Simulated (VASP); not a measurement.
# CdSe (Cadmoselite) (P6_3mc) in VASP: a series of runs, part 2 of 3

VASP 6.6.1.

## Step 3: Relaxation of cell and atoms, BLYP

This run uses another cell than the first one, of 28.10 Å³/atom, 0.962 times its volume.

The input, INCAR:

```
PREC = Accurate
ENCUT = 600
EDIFF = 1E-6
ISMEAR = -1
SIGMA = 0.05
LREAL = F
LASPH = T
NELM = 80
ALGO = Normal
ISIF = 3
LWAVE = F
LCHARG = F
GGA = B5
ALDAX = 1.0
AGGAX = 1.0
AGGAC = 1.0
ALDAC = 0.0
IBRION = 2
NSW = 60
EDIFFG = -0.01
```

The input, KPOINTS:

```
regular mesh
0
Gamma
  7 7 4
```

The input, POSCAR:

```
CdSe
1.0
    4.3000000000      0.0000000000      0.0000000000
   -2.1500000000      3.7239092363      0.0000000000
    0.0000000000      0.0000000000      7.0200000000
Cd Se
2 2
Direct
    0.6666666667      0.3333333333      0.5000000000
    0.3333333333      0.6666666667      0.0000000000
    0.6666666667      0.3333333333      0.8850000000
    0.3333333333      0.6666666667      0.3850000000
```

Potentials or basis: VASP PAW PBE potentials, release 64 (Cd, Se).

On the command line:

```console
cat potpaw_PBE.64/Cd/POTCAR potpaw_PBE.64/Se/POTCAR > POTCAR
mpirun -np 1 vasp_std > vasp.out
```

OUTCAR:

```text
PREC = Accurate
   ENCUT = 600
   EDIFF = 1E-6
   ISMEAR = -1
   LREAL = F
   LASPH = T
   NELM = 80
   ISIF = 3
   GGA = B5
   IBRION = 2
   NSW = 60
   EDIFFG = -0.01

 ion  position               nearest neighbor table
   1  0.667  0.333  0.500-   4 2.61   4 2.61   4 2.61   3 2.70
   2  0.333  0.667  0.000-   3 2.61   3 2.61   3 2.61   4 2.70
   3  0.667  0.333  0.885-   2 2.61   2 2.61   2 2.61   1 2.70
   4  0.333  0.667  0.385-   1 2.61   1 2.61   1 2.61   2 2.70

  LATTYP: Found a hexagonal cell.
 ALAT       =     4.3000000000
 C/A-ratio  =     1.6325581395

  Lattice vectors:

 A1 = (   4.3000000000,   0.0000000000,   0.0000000000)
 A2 = (  -2.1500000000,   3.7239092363,   0.0000000000)
 A3 = (   0.0000000000,   0.0000000000,   7.0200000000)

Analysis of symmetry for initial positions (statically):
=====================================================================
 Subroutine PRICEL returns:
 Original cell was already a primitive cell.

 Routine SETGRP: Setting up the symmetry group for a
 hexagonal supercell.

 Subroutine GETGRP returns: Found 12 space group operations
 (whereof  6 operations were pure point group operations)
 out of a pool of 24 trial point group operations.

The static configuration has the point symmetry C_3v.
 The point group associated with its full space group is C_6v.

Analysis of symmetry for dynamics (positions and initial velocities):
=====================================================================
 Subroutine PRICEL returns:
 Original cell was already a primitive cell.

 Routine SETGRP: Setting up the symmetry group for a
 hexagonal supercell.

 Subroutine GETGRP returns: Found 12 space group operations
 (whereof  6 operations were pure point group operations)
 out of a pool of 24 trial point group operations.

The dynamic configuration has the point symmetry C_3v.
 The point group associated with its full space group is C_6v.

 Subroutine INISYM returns: Found 12 space group operations
[... 122 lines left out ...]
  Fermi-wavevector in a.u.,A,eV,Ry     =   1.120059  2.116604 17.068937  1.254531
  Thomas-Fermi vector in A             =   2.256702
   LORBIT       =      0    0 simple, 1 ext, 2 COOP (PROOUT), +10 PAW based schemes
   GGA     = B5    functional components
   LHFCALC =     F    Hartree Fock is set to
   AEXX    =    0.0000 exact exchange contribution
   IVDW    =     0    specifies the selected vdW correction
   LEPSILON=     F    determine dielectric tensor
   LRPA    =     F    only Hartree local field effects (RPA)
 conjugate gradient relaxation of ions
 non-spin polarized calculation
  energy-cutoff  :      600.00
  volume of cell :      112.41
 maximum number of plane-waves:      3791
 NGX is ok and might be reduce to    36
   NGX = 17   NGY = 17   NGZ = 29

--------------------------------------- Ionic step        1  -------------------------------------------

 number of electron      35.9999991 magnetization

 Free energy of the ion-electron system (eV)
  ---------------------------------------------------
  ext. energy  EPLUGINS =         0.00000000
  ---------------------------------------------------
  free energy    TOTEN  =        -8.83341756 eV

  energy without entropy =       -8.83339574  energy(sigma->0) =       -8.83340665

------------------------ aborting loop because EDIFF is reached ----------------------------------------

  FORCE on cell =-STRESS in cart. coord.  units (eV):
  Direction    XX          YY          ZZ          XY          YZ          ZX
  --------------------------------------------------------------------------------------
  -------------------------------------------------------------------------------------
  Total        4.9640668      4.9640668      3.4120584      0.0000000      0.0000000      0.0000000
  in kB       70.7527859     70.7527859     48.6320277      0.0000000      0.0000000      0.0000000
  external PRESSURE =      63.3791998 kB  Pullay stress =       0.0000000 kB
[... 95 lines left out ...]
  FREE ENERGIE OF THE ION-ELECTRON SYSTEM (eV)
  ---------------------------------------------------
  free  energy   TOTEN  =        -9.1054318335 eV

  energy  without entropy=       -9.1050991817  energy(sigma->0) =       -9.10526551

[... ionic steps 4 to 7 ...]

--------------------------------------- Ionic step        8  -------------------------------------------

 number of electron      35.9999992 magnetization

------------------------ aborting loop because EDIFF is reached ----------------------------------------
[... 71 lines left out ...]
--------------------------------------- Ionic step       10  -------------------------------------------

 number of electron      35.9999992 magnetization

 Free energy of the ion-electron system (eV)
  ---------------------------------------------------
  ext. energy  EPLUGINS =         0.00000000
  ---------------------------------------------------
  free energy    TOTEN  =        -9.11033828 eV

  energy without entropy =       -9.10998572  energy(sigma->0) =       -9.11016200

 E-fermi :   0.6365     XC(G=0):  -7.8855

 val. band max:        0.4347757624   @ k =   0.0000   0.0000   0.0000
 cond. band min:       0.7653410637   @ k =   0.0000   0.0000   0.0000
 fundamental gap:      0.3305653013
 Fermi energy:         0.6365075051

 k-point     1 :       0.0000    0.0000    0.0000
  band No.  band energies     occupation
      1     -11.5893      2.00000
      2     -11.3175      2.00000
      3      -7.2240      2.00000
      4      -7.2187      2.00000
      5      -7.2187      2.00000
      6      -7.1717      2.00000
[... 620 lines left out ...]
  FREE ENERGIE OF THE ION-ELECTRON SYSTEM (eV)
  ---------------------------------------------------
  free  energy   TOTEN  =        -9.1103382835 eV

  energy  without entropy=       -9.1099857212  energy(sigma->0) =       -9.11016200

 reached required accuracy - stopping structural energy minimisation
```

OSZICAR:

```text
N       E                     dE             d eps       ncg     rms          rms(c)
DAV:   1     0.269817111104E+03    0.26982E+03   -0.18799E+04  1056   0.165E+03
DAV:   2     0.574107365236E+01   -0.26408E+03   -0.25798E+03  1164   0.369E+02
DAV:   3    -0.962437667045E+01   -0.15365E+02   -0.15300E+02  1254   0.872E+01
[... 84 lines left out ...]
DAV:   1    -0.911052800951E+01   -0.21132E-03   -0.87905E-03  1056   0.745E-01    0.899E-02
DAV:   2    -0.911038514857E+01    0.14286E-03   -0.38782E-04  1200   0.219E-01    0.368E-02
DAV:   3    -0.911034863689E+01    0.36512E-04   -0.56455E-05  1164   0.594E-02    0.237E-02
DAV:   4    -0.911033871849E+01    0.99184E-05   -0.13696E-05  1224   0.310E-02    0.515E-03
DAV:   5    -0.911033828348E+01    0.43501E-06   -0.21405E-06   572   0.154E-02
  10 F= -.91103383E+01 E0= -.91101620E+01  d E =-.126463E-03
```

It took 13 min on 1 thread of AMD EPYC 7R43 (Zen 3), shared host; peak memory 0.27 GiB.

What came out:

| Quantity | Value |
| --- | --- |
| Free energy | -9.1103 eV |
| Relaxed volume | 31.77 Å³/atom |
| Relaxed cell | a = 4.477 Å, b = 4.477 Å, c = 7.322 Å, α = 90.00°, β = 90.00°, γ = 120.00° |
| Space group after relaxing (to 0.05 Å) | P6_3mc (No. 186) |
| Energy gained by relaxing | 69.2 meV/atom |
| Ionic steps | 10 |
| Pressure after relaxing | 0.0 GPa |
| Band gap on the k mesh | 0.33 eV, direct |

The path:
| step | energy change (eV) | largest force (eV/Å) | pressure (GPa) | volume (Å³) |
| --- | --- | --- | --- | --- |
| 1 | 0.0000 | 0.3169 | 6.34 | 112.41 |
| 2 | -0.2555 | 0.0459 | -1.18 | 131.47 |
| 3 | -0.2720 | 0.0821 | 0.01 | 127.07 |
| 4 | -0.2720 | 0.0790 | -0.08 | 127.38 |
| 5 | -0.2734 | 0.0641 | -0.08 | 127.35 |
| 6 | -0.2762 | 0.0197 | -0.05 | 127.28 |
| 7 | -0.2746 | 0.0798 | -0.02 | 127.13 |
| 8 | -0.2768 | 0.0133 | -0.03 | 127.23 |
| 9 | -0.2769 | 0.0059 | 0.03 | 127.00 |
| 10 | -0.2769 | 0.0007 | 0.00 | 127.07 |

Final structure:
```cif
data_structure
_symmetry_space_group_name_H-M 'P 1'
_symmetry_Int_Tables_number 1
_cell_length_a 4.4766
_cell_length_b 4.4766
_cell_length_c 7.3218
_cell_angle_alpha 90.000
_cell_angle_beta 90.000
_cell_angle_gamma 120.000
_cell_volume 127.07
loop_
_atom_site_label
_atom_site_type_symbol
_atom_site_fract_x
_atom_site_fract_y
_atom_site_fract_z
_atom_site_occupancy
Cd1 Cd 0.66667 0.33333 0.50485 1
Cd2 Cd 0.33333 0.66667 0.00485 1
Se1 Se 0.66667 0.33333 0.88015 1
Se2 Se 0.33333 0.66667 0.38015 1
```

Levels at points of the mesh, in eV from the valence-band top:
```tsv
k point	band 15	band 16	band 17	band 18	band 19	band 20	band 21	band 22
(0.00, 0.00, 0.00)	-0.60	-0.05	0.00	0.00	0.33	2.03	5.82	5.82
(0.00, 0.00, 0.50)	-0.31	-0.31	-0.31	-0.31	2.07	2.07	5.68	5.68
```

Caveat: the PAW data sets were made with another functional, which shifts forces and pressure a little; the volume moved by +13 % from the deposited cell, more than functionals usually miss. BLYP gives volumes clearly too large for solids.

[end of part 2 of 3]
